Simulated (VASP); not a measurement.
Wanted: the native input for a VASP 6.6.1 run.

```yaml
Task: single point
Functional: PBE
Potentials_or_basis: VASP PAW PBE potentials, release 64 (Ti_sv, O)
Cutoff: 520 eV
k_mesh: 4 × 4 × 4
Occupations: fermi-dirac, width 0.05 eV
Spin: no spin polarisation
Dipole_correction: no
Further_INCAR_settings: ALGO = Normal; EDIFF = 1e-06; NBANDS = 60
```

The structure of TiO2 lies in POSCAR:

```
TiO2
1.0
    4.5453495500      0.0000000000      0.0000000000
    0.0000000000      5.5196194400      0.0000000000
    0.0000000000      0.0000000000      4.9091968600
Ti O
4 8
Direct
    0.0000000000      0.1729909300      0.7500000000
    0.5000000000      0.3270090700      0.2500000000
    0.0000000000      0.8270090700      0.2500000000
    0.5000000000      0.6729909300      0.7500000000
    0.2714506200      0.3817246400      0.9186490800
    0.7714506200      0.1182753600      0.0813509200
    0.2285493800      0.1182753600      0.4186490800
    0.7285493800      0.3817246400      0.5813509200
    0.2714506200      0.6182753600      0.4186490800
    0.7714506200      0.8817246400      0.5813509200
    0.2285493800      0.8817246400      0.9186490800
    0.7285493800      0.6182753600      0.0813509200
```

One way to write it, as run:

INCAR

```
PREC = Accurate ; ENCUT = 520
EDIFF = 1E-6 ; ISMEAR = -1
SIGMA = 0.05 ; LREAL = False
LASPH = True ; NELM = 80
ALGO = Normal ; ISIF = 2
LWAVE = False ; LCHARG = True
GGA = PE ; LELF = True
LVHAR = True ; NBANDS = 60
```

KPOINTS

```
regular mesh
0
Gamma
  4 4 4
```

Potentials or basis: VASP PAW PBE potentials, release 64 (Ti_sv, O).

Run with:

```bash
$ cat potpaw_PBE.64/Ti_sv/POTCAR potpaw_PBE.64/O/POTCAR > POTCAR
$ mpirun -np 1 vasp_std > vasp.out
```

Results of the run:

```
Pressure               : 4.8 GPa
Largest force          : 0.086 eV/Å
Band gap on the k mesh : 2.60 eV, indirect (least direct gap 2.65 eV)
```

Wall time 120 s on 1 thread of AMD EPYC 9R45 96-Core Processor (Zen 5), with other jobs on the host, peak memory 0.27 GiB.
